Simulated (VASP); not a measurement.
# Os (P6_3/mmc) in VASP: notebook, part 2 of 2

VASP 6.6.1. The steps go on from the part before.

## (4) Single point, PBEsol (14.51 Å³/atom)

This run uses another cell than the first one, of 14.51 Å³/atom.

Input file INCAR:

```
ALGO = Normal
EDIFF = 1E-7
ENCUT = 520
GGA = PS
ISIF = 2
ISMEAR = -1
LASPH = True
LCHARG = True
LELF = True
LREAL = False
LVHAR = True
LWAVE = False
NBANDS = 24
NELM = 60
PREC = Accurate
SIGMA = 0.1
```

Input file KPOINTS:

```
k-points
0
Gamma
  15 15 4
```

Input file POSCAR:

```
Os
1.0
    2.7530794225      0.0000000000      0.0000000000
   -1.3765397113      2.3842367185      0.0000000000
    0.0000000000      0.0000000000      8.8396632197
Os
4
Direct
    0.0000000000      1.0000000000      1.0000000000
    1.0000000000      0.0000000000      0.5000000000
    0.3333333333      0.6666666667      0.2500000000
    0.6666666667      0.3333333333      0.7500000000
```

Potentials or basis: VASP PAW PBE potentials, release 64 (Os).

Run with:

```bash
> cat potpaw_PBE.64/Os/POTCAR > POTCAR
> mpirun -np 1 vasp_std > vasp.out
```

OUTCAR:

```text
EDIFF = 1E-7
   ENCUT = 520
   GGA = PS
   ISIF = 2
   ISMEAR = -1
   LASPH = True
   LREAL = False
   NELM = 60
   PREC = Accurate

 ion  position               nearest neighbor table
   1  0.000  0.000  0.000-   3 2.72   4 2.72   4 2.72   3 2.72   4 2.72   3 2.72
   2  0.000  0.000  0.500-   3 2.72   4 2.72   4 2.72   3 2.72   4 2.72   3 2.72
   3  0.333  0.667  0.250-   1 2.72   2 2.72   1 2.72   2 2.72   1 2.72   2 2.72
   4  0.667  0.333  0.750-   1 2.72   2 2.72   1 2.72   2 2.72   1 2.72   2 2.72

  LATTYP: Found a hexagonal cell.
 ALAT       =     2.7530794225
 C/A-ratio  =     3.2108275364

  Lattice vectors:

 A1 = (   2.7530794225,   0.0000000000,   0.0000000000)
 A2 = (  -1.3765397113,   2.3842367185,   0.0000000000)
 A3 = (   0.0000000000,   0.0000000000,   8.8396632197)

Analysis of symmetry for initial positions (statically):
=====================================================================
 Subroutine PRICEL returns:
 Original cell was already a primitive cell.

 Routine SETGRP: Setting up the symmetry group for a
 hexagonal supercell.

 Subroutine GETGRP returns: Found 24 space group operations
[... 169 lines left out ...]

 E-fermi :   8.7457     XC(G=0): -13.9463

 val. band max:        8.7347218584   @ k =   0.2667   0.2667   0.0000
 cond. band min:       8.7457633972   @ k =   0.4667   0.0667   0.0000
 fundamental gap:      0.0110415388
 Fermi energy:         8.7457233203

 k-point     1 :       0.0000    0.0000    0.0000
  band No.  band energies     occupation
      1      -1.9019      2.00000
      2       0.4078      2.00000
      3       0.4097      2.00000
      4       1.2689      2.00000
      5       5.2273      2.00000
      6       5.2552      2.00000
[... 637 lines left out ...]
     23      15.0338      0.00000
     24      15.2434      0.00000

 [... further k-points ...]

------------------------ aborting loop because EDIFF is reached ----------------------------------------

  FORCE on cell =-STRESS in cart. coord.  units (eV):
  Direction    XX          YY          ZZ          XY          YZ          ZX
  --------------------------------------------------------------------------------------
  -------------------------------------------------------------------------------------
  Total       -5.6605745     -5.6605745     -5.3083170      0.0000000      0.0000000     -0.0000000
  in kB     -156.3029799   -156.3029799   -146.5762487      0.0000000      0.0000000     -0.0000000
  external PRESSURE =    -153.0607361 kB  Pullay stress =       0.0000000 kB

 VOLUME and BASIS-vectors are now :
 -----------------------------------------------------------------------------
  energy-cutoff  :      520.00
  volume of cell :       58.02
      direct lattice vectors                 reciprocal lattice vectors
     2.753079422  0.000000000  0.000000000     0.363229623  0.209710720  0.000000000
    -1.376539711  2.384236718  0.000000000     0.000000000  0.419421441  0.000000000
     0.000000000  0.000000000  8.839663220     0.000000000  0.000000000  0.113126482

 POSITION                                       TOTAL-FORCE (eV/Angst)
 -----------------------------------------------------------------------------------
      0.00000      0.00000      0.00000         0.000000      0.000000      0.000000
      0.00000      0.00000      4.41983         0.000000      0.000000      0.000000
     -0.00000      1.58949      2.20992        -0.000000      0.000000      0.000000
      1.37654      0.79475      6.62975         0.000000     -0.000000     -0.000000
 -----------------------------------------------------------------------------------
    total drift:                                0.000000     -0.000000      0.000000

  FREE ENERGIE OF THE ION-ELECTRON SYSTEM (eV)
  ---------------------------------------------------
  free  energy   TOTEN  =       -48.5022266093 eV

  energy  without entropy=      -48.3886984736  energy(sigma->0) =      -48.44546254
```

stdout:

```text
POSCAR found type information on POSCAR Os
 POSCAR found :  1 types and       4 ions
 scaLAPACK will be used
 -----------------------------------------------------------------------------
|                                                                             |
|                                                                             |
|     You enforced a specific xc type in the INCAR file but a different       |
|     I HOPE YOU KNOW WHAT YOU ARE DOING!                                     |
|                                                                             |
 -----------------------------------------------------------------------------

 LDA part: xc-table for (Slater+PW92), standard interpolation
 POSCAR, INCAR and KPOINTS ok, starting setup
 FFT: planning ... GRIDC
 FFT: planning ... GRID_SOFT
 FFT: planning ... GRID
 WAVECAR not read
 entering main loop
```

It took 2.8 min on 1 thread of Oxide Virtual Turin-like, shared host; peak memory 0.19 GiB.

What came out:

| Item | Value |
| --- | --- |
| Free energy | -48.5022 eV |
| Pressure | -15.3 GPa |
| Band gap on the k mesh | zero (bands 16 and 17 overlap by 3.40 eV) |

Stress tensor (GPa, compression positive):
```
-15.63   0.00   0.00
  0.00 -15.63   0.00
  0.00   0.00 -14.66
```

Levels at points of the mesh, in eV from the Fermi level:
| k point | band 12 | band 13 | band 14 | band 15 | band 16 | band 17 | band 18 | band 19 | band 20 | band 21 |
| --- | --- | --- | --- | --- | --- | --- | --- | --- | --- | --- |
| (0.00, 0.00, 0.00) | -2.50 | -2.50 | -2.36 | -2.36 | -0.80 | -0.80 | -0.16 | 0.02 | 0.02 | 0.88 |
| (0.00, 0.00, 0.50) | -2.71 | -2.71 | -2.71 | -1.97 | -1.97 | -0.31 | -0.31 | -0.31 | -0.31 | 1.48 |

Caveat: the cell stands under tension; the PAW data sets were made with another functional, which shifts forces and pressure a little; spin-orbit coupling is left out, which moves the levels of the heavy elements.

## (5) Single point, PBEsol (15.06 Å³/atom)

This run uses another cell than the first one, of 15.06 Å³/atom.

Input file INCAR:

```
PREC = Accurate ; ENCUT = 520
EDIFF = 1E-6 ; ISMEAR = -1
SIGMA = 0.1 ; LREAL = False
LASPH = True ; NELM = 100
ALGO = Normal ; ISIF = 2
LWAVE = False ; LCHARG = False
GGA = PS ; NBANDS = 24
```

Input file KPOINTS:

```
regular mesh
0
Gamma
  15 15 4
```

Input file POSCAR:

```
Os
1.0
    2.7879322291      0.0000000000      0.0000000000
   -1.3939661145      2.4144201344      0.0000000000
    0.0000000000      0.0000000000      8.9515695706
Os
4
Direct
    0.0000000000      1.0000000000      1.0000000000
    1.0000000000      0.0000000000      0.5000000000
    0.3333333333      0.6666666667      0.2500000000
    0.6666666667      0.3333333333      0.7500000000
```

Run with:

```bash
> cat potpaw_PBE.64/Os/POTCAR > POTCAR
> mpirun -np 1 vasp_std > vasp.out
```

Run time: 3.2 min. Hardware: 1 thread of Oxide Virtual Turin-like, shared host; peak memory 0.21 GiB.

It converged, with:

```
Free energy            : -48.2020 eV
Pressure               : -27.6 GPa
Band gap on the k mesh : zero (bands 16 and 17 overlap by 3.19 eV)
```

Stress tensor (GPa, compression positive):
```
-27.71   0.00   0.00
  0.00 -27.71   0.00
  0.00   0.00 -27.37
```

Levels at points of the mesh, in eV from the Fermi level:
```
           k point  band 13  band 14  band 15  band 16  band 17  band 18  band 19  band 20
(0.00, 0.00, 0.00)    -2.36    -2.23    -2.23    -0.76    -0.76    -0.14     0.02     0.02
(0.00, 0.00, 0.50)    -2.56    -2.56    -1.89    -1.89    -0.30    -0.30    -0.30    -0.30
```

Caveat: the cell stands under tension; the PAW data sets were made with another functional, which shifts forces and pressure a little; spin-orbit coupling is left out, which moves the levels of the heavy elements.

## (6) Summary

| cell | gap on the mesh (eV) | pressure (GPa) |
| --- | --- | --- |
| a = 2.681, b = 2.681, c = 8.607 Å, angles 90.0, 90.0, 120.0°, 4 atoms | none | 20.1 |
| a = 2.717, b = 2.717, c = 8.725 Å, angles 90.0, 90.0, 120.0°, 4 atoms | none | 0.3 |
| a = 2.753, b = 2.753, c = 8.840 Å, angles 90.0, 90.0, 120.0°, 4 atoms | none | -15.3 |
| a = 2.788, b = 2.788, c = 8.952 Å, angles 90.0, 90.0, 120.0°, 4 atoms | none | -27.6 |

Alike in all rows: task single point; level PBEsol; potentials or basis VASP PAW PBE potentials, release 64 (Os); no spin polarisation; k mesh 15 × 15 × 4; cutoff (eV) 520; smearing fermi-dirac 0.1 eV.

Caveats: the PAW data sets were made with another functional, which shifts forces and pressure a little; spin-orbit coupling is left out, which moves the levels of the heavy elements; the cell stands under tension (at least some runs); the cell stands under pressure (at least some runs).

Total energies depend on the potentials used, so only differences within one code and one set of settings carry meaning.
